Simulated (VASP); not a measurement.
# LiF (P6_3mc) in VASP: a series of runs

Runs on LiF. Level: PBE. Tasks: single point.

Everything below comes from runs of VASP 6.6.1. Logs are shortened: lines on timing, memory, paths and dates and some standing lists are left out, and cuts for length are marked.

## 1. The cell of the first run

The structure is hexagonal, space group P6_3mc (No. 186). The conventional cell has a = 3.160 Å, b = 3.160 Å, c = 4.797 Å, α = 90.00°, β = 90.00°, γ = 120.00°. Li (site symmetry 3m) has 4 F at 1.86 to 2.05 Å within 2.5 Å. Within 2.5 Å of F (site symmetry 3m) lie 4 Li at 1.86 to 2.05 Å.

## 2. Single point, PBE (c/a of the conventional cell at fixed volume 1.5180)

The input, INCAR:

```
  PREC = Accurate
  ENCUT = 520
  EDIFF = 1E-6
  ISMEAR = 0
  SIGMA = 0.05
  LREAL = False
  LASPH = True
  NELM = 100
  ALGO = Normal
  ISIF = 2
  LWAVE = False
  LCHARG = False
  GGA = PE
  NBANDS = 18
```

The input, KPOINTS:

```
Automatic mesh
0
Gamma
  9 9 6
```

The input, POSCAR:

```
LiF
1.0
    3.1599600852      0.0000000000      0.0000000000
   -1.5799800426      2.7366057088      0.0000000000
    0.0000000000      0.0000000000      4.7968194094
Li F
2 2
Direct
    0.3333333333      0.6666666667      0.4218720114
    0.6666666667      0.3333333333      0.9218720114
    0.3333333333      0.6666666667      0.9939266766
    0.6666666667      0.3333333333      0.4939266766
```

Potentials or basis: VASP PAW PBE potentials, release 64 (Li_sv, F).

Started as:

```sh
cat potpaw_PBE.64/Li_sv/POTCAR potpaw_PBE.64/F/POTCAR > POTCAR
mpirun -np 1 vasp_std > vasp.out
```

OUTCAR:

```text
PREC = Accurate
   ENCUT = 520
   EDIFF = 1E-6
   ISMEAR = 0
   LREAL = False
   LASPH = True
   NELM = 100
   ISIF = 2
   GGA = PE

 ion  position               nearest neighbor table
   1  0.333  0.667  0.422-   4 1.86   4 1.86   4 1.86   3 2.05
   2  0.667  0.333  0.922-   3 1.86   3 1.86   3 1.86   4 2.05
   3  0.333  0.667  0.994-   2 1.86   2 1.86   2 1.86   1 2.05
   4  0.667  0.333  0.494-   1 1.86   1 1.86   1 1.86   2 2.05

  LATTYP: Found a hexagonal cell.
 ALAT       =     3.1599600852
 C/A-ratio  =     1.5180000000

  Lattice vectors:

 A1 = (   3.1599600852,   0.0000000000,   0.0000000000)
 A2 = (  -1.5799800426,   2.7366057088,   0.0000000000)
 A3 = (   0.0000000000,   0.0000000000,   4.7968194094)

Analysis of symmetry for initial positions (statically):
=====================================================================
 Subroutine PRICEL returns:
 Original cell was already a primitive cell.

 Routine SETGRP: Setting up the symmetry group for a
 hexagonal supercell.

 Subroutine GETGRP returns: Found 12 space group operations
 (whereof  6 operations were pure point group operations)
 out of a pool of 24 trial point group operations.

The static configuration has the point symmetry C_3v.
 The point group associated with its full space group is C_6v.

Analysis of symmetry for dynamics (positions and initial velocities):
=====================================================================
 Subroutine PRICEL returns:
 Original cell was already a primitive cell.

 Routine SETGRP: Setting up the symmetry group for a
 hexagonal supercell.

 Subroutine GETGRP returns: Found 12 space group operations
 (whereof  6 operations were pure point group operations)
 out of a pool of 24 trial point group operations.

The dynamic configuration has the point symmetry C_3v.
 The point group associated with its full space group is C_6v.

 Subroutine INISYM returns: Found 12 space group operations
 (whereof  6 operations are pure point group operations),
 and found     1 'primitive' translations

----------------------------------------------------------------------------------------

                                     Primitive cell

  volume of cell :      41.4808

  direct lattice vectors                    reciprocal lattice vectors
     3.159960085  0.000000000  0.000000000     0.316459693  0.182708089  0.000000000
    -1.579980043  2.736605709  0.000000000     0.000000000  0.365416178  0.000000000
     0.000000000  0.000000000  4.796819409     0.000000000  0.000000000  0.208471471

  length of vectors
     3.159960085  3.159960085  4.796819409     0.365416178  0.365416178  0.208471471

  position of ions in fractional coordinates (direct lattice)
     0.333333333  0.666666667  0.421872011
     0.666666667  0.333333333  0.921872011
     0.333333333  0.666666667  0.993926677
     0.666666667  0.333333333  0.493926677

  ion indices of the primitive-cell ions
   primitive index   ion index
                 1           1
                 2           2
                 3           3
                 4           4

----------------------------------------------------------------------------------------

 KPOINTS: Automatic mesh

Automatic generation of k-mesh.
 Grid dimensions read from file:
 generate k-points for:    9    9    6

 Generating k-lattice:

  Cartesian coordinates                     Fractional coordinates (reciprocal lattice)
     0.035162188  0.020300899  0.000000000     0.111111111  0.000000000  0.000000000
     0.000000000  0.040601798  0.000000000     0.000000000  0.111111111  0.000000000
     0.000000000  0.000000000  0.034745245     0.000000000  0.000000000  0.166666667

  Length of vectors
     0.040601798  0.040601798  0.034745245

  Shift w.r.t. Gamma in fractional coordinates (k-lattice)
     0.000000000  0.000000000  0.000000000

 Subroutine IBZKPT returns following result:
 ===========================================

 Found     48 irreducible k-points:

 Following reciprocal coordinates:
            Coordinates               Weight
  0.000000  0.000000  0.000000      1.000000
  0.111111  0.000000  0.000000      6.000000
  0.222222  0.000000  0.000000      6.000000
  0.333333  0.000000  0.000000      6.000000
  0.444444  0.000000  0.000000      6.000000
  0.111111  0.111111  0.000000      6.000000
[... 16 lines left out ...]
  0.333333  0.222222  0.166667     24.000000
  0.333333  0.333333  0.166667      4.000000
 [... further k-points ...]
   k-points           NKPTS =     48   k-points in BZ     NKDIM =     48   number of bands    NBANDS=     18
   number of dos      NEDOS =    301   number of ions     NIONS =      4
   total plane-waves  NPLWV =  20736
   dimension x,y,z NGX =    24 NGY =   24 NGZ =   36
   dimension x,y,z NGXF=    48 NGYF=   48 NGZF=   72
   ions per type =               2   2
   NGX,Y,Z   is equivalent  to a cutoff of  12.63, 12.63, 12.48 a.u.
   NGXF,Y,Z  is equivalent  to a cutoff of  25.25, 25.25, 24.95 a.u.
 SYSTEM =  unknown system
   PREC   = accura    normal or accurate (medium, high low for compatibility)
   ISTART =      0    job   : 0-new  1-cont  2-samecut
   ICHARG =      2    charge: 1-file 2-atom 10-const
   ISPIN  =      1    spin polarized calculation?
   LNONCOLLINEAR =      F non collinear calculations
   LSORBIT =      F    spin-orbit coupling
   LASPH  =      T    aspherical Exc in radial PAW
   ENCUT  =  520.0 eV  38.22 Ry    6.18 a.u.   5.88  5.88  8.92*2*pi/ulx,y,z
   NELM   =    100;   NELMIN=  2; NELMDL= -5     # of ELM steps
   EDIFF  = 0.1E-05   stopping-criterion for ELM
   LREAL  =      F    real-space projection
   EDIFFG = 0.1E-04   stopping-criterion for IOM
   NSW    =      0    number of steps for IOM
   IBRION =     -1    ionic relax: 0-MD 1-quasi-New 2-CG
   NFREE  =      0    steps in history (QN), initial steepest desc. (CG)
   ISIF   =      2    stress and relaxation
   ISYM   =      2    0-nonsym 1-usesym 2-fastsym
   POTIM  = 0.5000    time-step for ionic-motion
   TEBEG  =    0.0;   TEEND  =   0.0 temperature during run
   PSTRESS=    0.0 pullay stress
   NELECT =      20.0000    total number of electrons
   NUPDOWN=      -1.0000    fix difference up-down
   EMIN   =  10.00;   EMAX   =-10.00  energy-range for DOS
   EFERMI =   0.00;   METHOD = LEGACY
   ISMEAR =     0;   SIGMA  =   0.05  broadening in eV -4-tet -1-fermi 0-gaus
   EFERMI_NEDOS =   21; number of points for ismear=-14 and -15
   IALGO  =     38    algorithm
   IMIX   =      4    mixing-type and parameters
     AMIX     =   0.40;   BMIX     =  1.00
     AMIX_MAG =   1.60;   BMIX_MAG =  1.00
  volume/ion in A,a.u.               =      10.37        69.98
  Fermi-wavevector in a.u.,A,eV,Ry     =   1.283716  2.425872 22.421420  1.647928
  Thomas-Fermi vector in A             =   2.415953
   LORBIT       =      0    0 simple, 1 ext, 2 COOP (PROOUT), +10 PAW based schemes
   GGA     = PE    functional components
   LHFCALC =     F    Hartree Fock is set to
   AEXX    =    0.0000 exact exchange contribution
   IVDW    =     0    specifies the selected vdW correction
   LEPSILON=     F    determine dielectric tensor
   LRPA    =     F    only Hartree local field effects (RPA)
 non-spin polarized calculation
 Gauss-broadening in eV      SIGMA  =   0.05
  energy-cutoff  :      520.00
  volume of cell :       41.48
 maximum number of plane-waves:      1134
 NGX is ok and might be reduce to    24
   NGX = 11   NGY = 11   NGZ = 17

 number of electron      20.0000013 magnetization

 Free energy of the ion-electron system (eV)
  ---------------------------------------------------
  ext. energy  EPLUGINS =         0.00000000
  ---------------------------------------------------
  free energy    TOTEN  =       -19.25375211 eV

  energy without entropy =      -19.25375211  energy(sigma->0) =      -19.25375211

 E-fermi :  -2.2385     XC(G=0):  -8.6481

 val. band max:       -2.4589613879   @ k =   0.0000   0.0000   0.0000
 cond. band min:       4.9179436763   @ k =   0.0000   0.0000   0.0000
 fundamental gap:      7.3769050642
 Fermi energy:        -2.2385337459

 k-point     1 :       0.0000    0.0000    0.0000
  band No.  band energies     occupation
      1     -43.2511      2.00000
      2     -43.2190      2.00000
      3     -22.0208      2.00000
      4     -21.7195      2.00000
      5      -4.7707      2.00000
      6      -3.2076      2.00000
[... 10 lines left out ...]
     17      16.2442      0.00000
     18      17.8937      0.00000

 k-point     2 :       0.1111    0.0000    0.0000
  band No.  band energies     occupation
      1     -43.2481      2.00000
      2     -43.2177      2.00000
      3     -22.0087      2.00000
      4     -21.7235      2.00000
      5      -4.6915      2.00000
      6      -3.3166      2.00000
[... 10 lines left out ...]
     17      16.5403      0.00000
     18      17.4730      0.00000

 k-point     3 :       0.2222    0.0000    0.0000
  band No.  band energies     occupation
      1     -43.2402      2.00000
      2     -43.2146      2.00000
      3     -21.9745      2.00000
      4     -21.7355      2.00000
      5      -4.4784      2.00000
      6      -3.6331      2.00000
[... 10 lines left out ...]
     17      16.6196      0.00000
     18      17.0775      0.00000

 k-point     4 :       0.3333    0.0000    0.0000
  band No.  band energies     occupation
      1     -43.2304      2.00000
      2     -43.2118      2.00000
      3     -21.9276      2.00000
      4     -21.7565      2.00000
      5      -4.2879      2.00000
      6      -3.9048      2.00000
[... 375 lines left out ...]
      4     -21.7794      2.00000
      5      -4.2933      2.00000
      6      -4.0852      2.00000
[... 10 lines left out ...]
     17      16.0499      0.00000
     18      17.7959      0.00000

 k-point    23 :       0.3333    0.2222    0.1667
  band No.  band energies     occupation
      1     -43.2184      2.00000
      2     -43.2121      2.00000
      3     -21.8578      2.00000
      4     -21.8016      2.00000
      5      -4.5188      2.00000
      6      -3.9043      2.00000
[... 10 lines left out ...]
     17      15.6311      0.00000
     18      17.6454      0.00000

 k-point    24 :       0.3333    0.3333    0.1667
  band No.  band energies     occupation
      1     -43.2142      2.00000
      2     -43.2142      2.00000
      3     -21.8270      2.00000
      4     -21.8270      2.00000
      5      -4.5990      2.00000
      6      -3.7221      2.00000
[... 10 lines left out ...]
     17      15.3927      0.00000
     18      17.9229      0.00000

 [... further k-points ...]

------------------------ aborting loop because EDIFF is reached ----------------------------------------

  FORCE on cell =-STRESS in cart. coord.  units (eV):
  Direction    XX          YY          ZZ          XY          YZ          ZX
  --------------------------------------------------------------------------------------
  -------------------------------------------------------------------------------------
  Total        0.2409001      0.2409001     -0.6578516      0.0000000     -0.0000000      0.0000000
  in kB        9.3046571      9.3046571    -25.4092182      0.0000000     -0.0000000      0.0000000
  external PRESSURE =      -2.2666347 kB  Pullay stress =       0.0000000 kB

 VOLUME and BASIS-vectors are now :
 -----------------------------------------------------------------------------
  energy-cutoff  :      520.00
  volume of cell :       41.48
      direct lattice vectors                 reciprocal lattice vectors
     3.159960085  0.000000000  0.000000000     0.316459693  0.182708089  0.000000000
    -1.579980043  2.736605709  0.000000000     0.000000000  0.365416178  0.000000000
     0.000000000  0.000000000  4.796819409     0.000000000  0.000000000  0.208471471

 POSITION                                       TOTAL-FORCE (eV/Angst)
 -----------------------------------------------------------------------------------
     -0.00000      1.82440      2.02364         0.000000     -0.000000     -0.221321
      1.57998      0.91220      4.42205        -0.000000     -0.000000     -0.221321
     -0.00000      1.82440      4.76769         0.000000      0.000000      0.221321
      1.57998      0.91220      2.36928         0.000000      0.000000      0.221321
 -----------------------------------------------------------------------------------
    total drift:                                0.000002      0.000004      0.000201

  FREE ENERGIE OF THE ION-ELECTRON SYSTEM (eV)
  ---------------------------------------------------
  free  energy   TOTEN  =       -19.2537521102 eV

  energy  without entropy=      -19.2537521102  energy(sigma->0) =      -19.25375211
```

Wall time 33 s (1 thread of AMD EPYC 9R45 (Zen 5), shared host); peak memory 0.13 GiB.

Results:

- Free energy: -19.2538 eV
- Largest force: 0.221 eV/Å
- Band gap on the k mesh: 7.38 eV, direct

Forces on the atoms (eV/Å):
```
Li   0.000  0.000 -0.221
Li   0.000  0.000 -0.221
F    0.000  0.000  0.221
F    0.000  0.000  0.221
```

Levels at points of the mesh, in eV from the valence-band top:
```tsv
k point	band 8	band 9	band 10	band 11	band 12	band 13
(0.00, 0.00, 0.00)	-0.43	-0.43	0.00	7.38	11.86	14.82
(0.00, 0.00, 0.50)	-0.59	-0.59	-0.59	9.19	9.19	17.13
```

Caveat: the cutoff is under 1.25 times the usual one of these potentials, so pressure, stress and relaxed cells hold a basis-set (Pulay) error. A k mesh can miss the band edges.

## 3. Single point, PBE (c/a of the conventional cell at fixed volume 1.6685)

The input, INCAR:

```
PREC = Accurate ; ENCUT = 520
EDIFF = 1E-6 ; ISMEAR = 0
SIGMA = 0.05 ; LREAL = F
LASPH = T ; NELM = 100
ALGO = Normal ; ISIF = 2
LWAVE = F ; LCHARG = T
GGA = PE ; LELF = T
LVHAR = T ; NBANDS = 18
```

KPOINTS is that of step 2.

The input, POSCAR:

```
LiF
1.0
    3.0619407579      0.0000000000      0.0000000000
   -1.5309703789      2.6517184812      0.0000000000
    0.0000000000      0.0000000000      5.1088481545
Li F
2 2
Direct
    0.3333333333      0.6666666667      0.3810713234
    0.6666666667      0.3333333333      0.8810713234
    0.3333333333      0.6666666667      0.9939266766
    0.6666666667      0.3333333333      0.4939266766
```

Potentials or basis: VASP PAW PBE potentials, release 64 (Li_sv, F).

Started as:

```sh
cat potpaw_PBE.64/Li_sv/POTCAR potpaw_PBE.64/F/POTCAR > POTCAR
mpirun -np 1 vasp_std > vasp.out
```

OUTCAR:

```text
PREC = Accurate
   ENCUT = 520
   EDIFF = 1E-6
   ISMEAR = 0
   LREAL = F
   LASPH = T
   NELM = 100
   ISIF = 2
   GGA = PE

 ion  position               nearest neighbor table
   1  0.333  0.667  0.381-   4 1.86   4 1.86   4 1.86   3 1.98
   2  0.667  0.333  0.881-   3 1.86   3 1.86   3 1.86   4 1.98
   3  0.333  0.667  0.994-   2 1.86   2 1.86   2 1.86   1 1.98
   4  0.667  0.333  0.494-   1 1.86   1 1.86   1 1.86   2 1.98

  LATTYP: Found a hexagonal cell.
 ALAT       =     3.0619407579
 C/A-ratio  =     1.6685000000

  Lattice vectors:

 A1 = (   3.0619407579,   0.0000000000,   0.0000000000)
 A2 = (  -1.5309703789,   2.6517184812,   0.0000000000)
 A3 = (   0.0000000000,   0.0000000000,   5.1088481545)

Analysis of symmetry for initial positions (statically):
=====================================================================
 Subroutine PRICEL returns:
 Original cell was already a primitive cell.

 Routine SETGRP: Setting up the symmetry group for a
 hexagonal supercell.

[... 170 lines left out ...]

  energy without entropy =      -19.27317929  energy(sigma->0) =      -19.27317929

 E-fermi :  -2.4072     XC(G=0):  -8.6390

 val. band max:       -2.7378210377   @ k =   0.0000   0.0000   0.0000
 cond. band min:       4.9036819732   @ k =   0.0000   0.0000   0.0000
 fundamental gap:      7.6415030109
 Fermi energy:        -2.4071747832

 k-point     1 :       0.0000    0.0000    0.0000
  band No.  band energies     occupation
      1     -43.2140      2.00000
      2     -43.1873      2.00000
      3     -22.0335      2.00000
      4     -21.8542      2.00000
      5      -4.6878      2.00000
      6      -3.0106      2.00000
[... 481 lines left out ...]
      5      -4.5143      2.00000
      6      -3.8068      2.00000
[... 10 lines left out ...]
     17      15.4621      0.00000
     18      18.0623      0.00000

 [... further k-points ...]

------------------------ aborting loop because EDIFF is reached ----------------------------------------

  FORCE on cell =-STRESS in cart. coord.  units (eV):
  Direction    XX          YY          ZZ          XY          YZ          ZX
  --------------------------------------------------------------------------------------
  -------------------------------------------------------------------------------------
  Total        0.4788019      0.4788019     -0.8137032      0.0000000      0.0000000      0.0000000
  in kB       18.4935074     18.4935074    -31.4289164      0.0000000      0.0000000      0.0000000
  external PRESSURE =       1.8526994 kB  Pullay stress =       0.0000000 kB

 VOLUME and BASIS-vectors are now :
 -----------------------------------------------------------------------------
  energy-cutoff  :      520.00
  volume of cell :       41.48
      direct lattice vectors                 reciprocal lattice vectors
     3.061940758  0.000000000  0.000000000     0.326590251  0.188556969  0.000000000
    -1.530970379  2.651718481  0.000000000     0.000000000  0.377113938  0.000000000
     0.000000000  0.000000000  5.108848155     0.000000000  0.000000000  0.195738838

 POSITION                                       TOTAL-FORCE (eV/Angst)
 -----------------------------------------------------------------------------------
     -0.00000      1.76781      1.94684        -0.000000     -0.000000     -0.161370
      1.53097      0.88391      4.50126         0.000000      0.000000     -0.161370
     -0.00000      1.76781      5.07782        -0.000000      0.000000      0.161370
      1.53097      0.88391      2.52340         0.000000      0.000000      0.161370
 -----------------------------------------------------------------------------------
    total drift:                                0.000001      0.000001     -0.000554

  FREE ENERGIE OF THE ION-ELECTRON SYSTEM (eV)
  ---------------------------------------------------
  free  energy   TOTEN  =       -19.2731792926 eV

  energy  without entropy=      -19.2731792926  energy(sigma->0) =      -19.27317929
```

Run time: 35 s. Hardware: 1 thread of AMD EPYC 9R45 (Zen 5), shared host; peak memory 0.13 GiB.

Results:

```yaml
Free_energy: -19.2732 eV
Largest_force: 0.161 eV/Å
Band_gap_on_the_k_mesh: 7.64 eV, direct
```

Forces in eV/Å, atoms in the order of the input:
```
Li   0.000  0.000 -0.161
Li   0.000  0.000 -0.161
F    0.000  0.000  0.161
F    0.000  0.000  0.161
```

Levels at points of the mesh, in eV from the valence-band top:
```tsv
k point	band 7	band 8	band 9	band 10	band 11	band 12	band 13	band 14
(0.00, 0.00, 0.00)	-0.27	-0.05	-0.05	0.00	7.64	11.55	14.63	18.82
(0.00, 0.00, 0.50)	-0.16	-0.16	-0.16	-0.16	9.23	9.23	16.83	16.83
```

Caveat: the cutoff is under 1.25 times the usual one of these potentials, so pressure, stress and relaxed cells hold a basis-set (Pulay) error.

(Continued in part 2 of 2.)
